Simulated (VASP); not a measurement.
# Ni (Fm-3m) in VASP: settings compared, part 2 of 2

VASP 6.6.1. The steps go on from the part before.

### 3 Single point, PBE, collinear spin, ferromagnetic start

INCAR

```
PREC = Accurate ; ENCUT = 690
EDIFF = 1E-6 ; ISMEAR = -1
SIGMA = 0.05 ; LREAL = False
LASPH = True ; NELM = 200
ALGO = Normal ; ISIF = 2
LWAVE = False ; LCHARG = True
ISPIN = 2 ; MAGMOM = 1
LORBIT = 11 ; NUPDOWN = 1.0
LMAXMIX = 4 ; GGA = PE
LELF = True ; LVHAR = True
NBANDS = 19 ; GGA_COMPAT = False
```

KPOINTS

```
regular mesh
0
Gamma
  11 11 11
```

POSCAR

```
Ni
1.0
    0.0000000000      1.7375729330      1.7375729330
    1.7375729330      0.0000000000      1.7375729330
    1.7375729330      1.7375729330      0.0000000000
Ni
1
Direct
    0.0000000000      0.0000000000      0.0000000000
```

Potentials or basis: VASP PAW PBE potentials, release 64 (Ni_sv_GW).

Launch:

```sh
> cat potpaw_PBE.64/Ni_sv_GW/POTCAR > POTCAR
> mpirun -np 1 vasp_std > vasp.out
```

OUTCAR:

```text
PREC = Accurate
   ENCUT = 690
   EDIFF = 1E-6
   ISMEAR = -1
   LREAL = False
   LASPH = True
   NELM = 200
   ISIF = 2
   ISPIN = 2
   LORBIT = 11
   NUPDOWN = 1.0
   GGA = PE

 ion  position               nearest neighbor table
   1  0.000  0.000  0.000-

  LATTYP: Found a face centered cubic cell.
 ALAT       =     3.4751458660

  Lattice vectors:

 A1 = (   0.0000000000,   1.7375729330,   1.7375729330)
 A2 = (   1.7375729330,   0.0000000000,   1.7375729330)
 A3 = (   1.7375729330,   1.7375729330,   0.0000000000)

Analysis of symmetry for initial positions (statically):
=====================================================================
 Subroutine PRICEL returns:
 Original cell was already a primitive cell.

 Routine SETGRP: Setting up the symmetry group for a
 face centered cubic supercell.

 Subroutine GETGRP returns: Found 48 space group operations
 (whereof 48 operations were pure point group operations)
 out of a pool of 48 trial point group operations.

The static configuration has the point symmetry O_h .

Analysis of symmetry for dynamics (positions and initial velocities):
[... 707 lines left out ...]

 [... further k-points ...]

 spin component 2

 k-point     1 :       0.0000    0.0000    0.0000
  band No.  band energies     occupation
      1     -94.5526      1.00000
      2     -54.8081      1.00000
      3     -54.8081      1.00000
      4     -54.8081      1.00000
      5      -1.0382      1.00000
      6       6.5801      1.00000
[... 517 lines left out ...]
     18      47.3339      0.00000
     19      50.4069      0.00000

 [... further k-points ...]

------------------------ aborting loop because EDIFF is reached ----------------------------------------

  FORCE on cell =-STRESS in cart. coord.  units (eV):
  Direction    XX          YY          ZZ          XY          YZ          ZX
  --------------------------------------------------------------------------------------
  -------------------------------------------------------------------------------------
  Total        0.7031263      0.7031263      0.7031263     -0.0000000     -0.0000000      0.0000000
  in kB      107.3704587    107.3704587    107.3704587     -0.0000000     -0.0000000      0.0000000
  external PRESSURE =     107.3704587 kB  Pullay stress =       0.0000000 kB

 VOLUME and BASIS-vectors are now :
 -----------------------------------------------------------------------------
  energy-cutoff  :      690.00
  volume of cell :       10.49
      direct lattice vectors                 reciprocal lattice vectors
     0.000000000  1.737572933  1.737572933    -0.287757705  0.287757705  0.287757705
     1.737572933  0.000000000  1.737572933     0.287757705 -0.287757705  0.287757705
     1.737572933  1.737572933  0.000000000     0.287757705  0.287757705 -0.287757705

 POSITION                                       TOTAL-FORCE (eV/Angst)
 -----------------------------------------------------------------------------------
      0.00000      0.00000      0.00000        -0.000000      0.000000     -0.000000
 -----------------------------------------------------------------------------------
    total drift:                               -0.000000     -0.000000     -0.000000

  FREE ENERGIE OF THE ION-ELECTRON SYSTEM (eV)
  ---------------------------------------------------
  free  energy   TOTEN  =        -6.3224993467 eV

  energy  without entropy=       -6.3104787679  energy(sigma->0) =       -6.31648906

 total charge

# of ion       s       p       d       f       tot
--------------------------------------------------
    1        2.255   6.333   7.774   0.005  16.367

 magnetization (x)

# of ion       s       p       d       f       tot
--------------------------------------------------
    1        0.008   0.006   0.999  -0.000   1.012
```

OSZICAR:

```text
N       E                     dE             d eps       ncg     rms          rms(c)
DAV:   1     0.187786166343E+03    0.18779E+03   -0.99860E+03  6109   0.387E+03
DAV:   2    -0.511833360725E+00   -0.18830E+03   -0.17647E+03  6543   0.839E+02
DAV:   3    -0.879987493077E+01   -0.82880E+01   -0.82088E+01  6669   0.226E+02
DAV:   4    -0.891295647110E+01   -0.11308E+00   -0.11301E+00  6829   0.155E+01
DAV:   5    -0.891468616691E+01   -0.17297E-02   -0.17296E-02  6323   0.138E+00    0.143E+01
DAV:   6    -0.744301768738E+01    0.14717E+01   -0.96456E+00  4887   0.290E+02    0.829E+00
DAV:   7    -0.637790184185E+01    0.10651E+01   -0.28664E+00  4970   0.140E+02    0.240E+00
DAV:   8    -0.631993022566E+01    0.57972E-01   -0.59950E-02  7270   0.967E+00    0.600E-01
DAV:   9    -0.632222801466E+01   -0.22978E-02   -0.16636E-03  6767   0.945E-01    0.167E-01
DAV:  10    -0.632246911551E+01   -0.24110E-03   -0.18309E-04  6864   0.853E-01    0.774E-02
DAV:  11    -0.632249114880E+01   -0.22033E-04   -0.15308E-05  7117   0.210E-01    0.383E-02
DAV:  12    -0.632249808500E+01   -0.69362E-05   -0.82420E-06  6196   0.214E-01    0.865E-03
DAV:  13    -0.632249930614E+01   -0.12211E-05   -0.36977E-06  5098   0.581E-02    0.216E-03
DAV:  14    -0.632249934673E+01   -0.40590E-07   -0.72020E-08  2946   0.743E-03
   1 F= -.63224993E+01 E0= -.63164891E+01  d E =-.120206E-01  mag=     1.0000
```

Run time: 67 s. Hardware: 1 thread of AMD EPYC 7R43 (Zen 3), shared host; peak memory 0.14 GiB.

What came out:

- Free energy: -6.3225 eV
- Pressure: 10.7 GPa
- Net moment: 1.00 μB per cell
- Site moments: Ni +1.01 μB
- Valence electrons inside the program's atomic spheres: Ni 16.37

Caveat: the cell stands under pressure; the total moment is fixed, so each spin has its own Fermi level and the state may be an excited one.

### 4 Single point, PBE, collinear spin, ferromagnetic start

INCAR

```
SYSTEM = Ni
PREC = Accurate
ENCUT = 690
EDIFF = 1E-6
ISMEAR = -1
SIGMA = 0.05
LREAL = .FALSE.
LASPH = .TRUE.
NELM = 200
ALGO = Normal
ISIF = 2
LWAVE = .FALSE.
LCHARG = .TRUE.
ISPIN = 2
MAGMOM = 1.5
LORBIT = 11
NUPDOWN = 1.5
LMAXMIX = 4
GGA = PE
LELF = .TRUE.
LVHAR = .TRUE.
NBANDS = 19
GGA_COMPAT = .FALSE.
```

KPOINTS

```
regular mesh
0
G
  11 11 11
  0 0 0
```

POSCAR is that of step 3.

Launch:

```sh
> cat potpaw_PBE.64/Ni_sv_GW/POTCAR > POTCAR
> mpirun -np 1 vasp_std > vasp.out
```

Run time: 46 s. Hardware: 1 thread of Intel Xeon Platinum 8375C at 2.90GHz (Ice Lake), shared host; peak memory 0.18 GiB.

It converged, with:

| Item | Value |
| --- | --- |
| Free energy | -5.8025 eV |
| Pressure | 19.9 GPa |
| Net moment | 1.50 μB per cell |
| Site moments | Ni +1.43 μB |
| Valence electrons inside the program's atomic spheres | Ni 16.34 |

Caveat: the cell stands under pressure; the total moment is fixed, so each spin has its own Fermi level and the state may be an excited one.

### 5 Overview

```csv
task,level,potentials or basis,fixed moment (μB),cell,k mesh,cutoff (eV),pressure (GPa),moment (μB)
relaxation of cell and atoms,BLYP+D4,"VASP PAW PBE potentials, release 64 (Ni)",-,relaxed,13 × 13 × 13,600,0.0,0.61
single point,PBE,"VASP PAW PBE potentials, release 64 (Ni_sv_GW)",1.0,as given,11 × 11 × 11,690,10.7,1.00
single point,PBE,"VASP PAW PBE potentials, release 64 (Ni_sv_GW)",1.5,as given,11 × 11 × 11,690,19.9,1.50
```

Alike in all rows: spin collinear, ferromagnetic start; smearing fermi-dirac 0.05 eV.

Caveats: the cell stands under pressure (at least some runs); the total moment is fixed, so each spin has its own Fermi level and the state may be an excited one (at least some runs); the PAW data sets were made with another functional, which shifts forces and pressure a little (at least some runs).

Absolute energies hang on the potentials; compare differences alone.
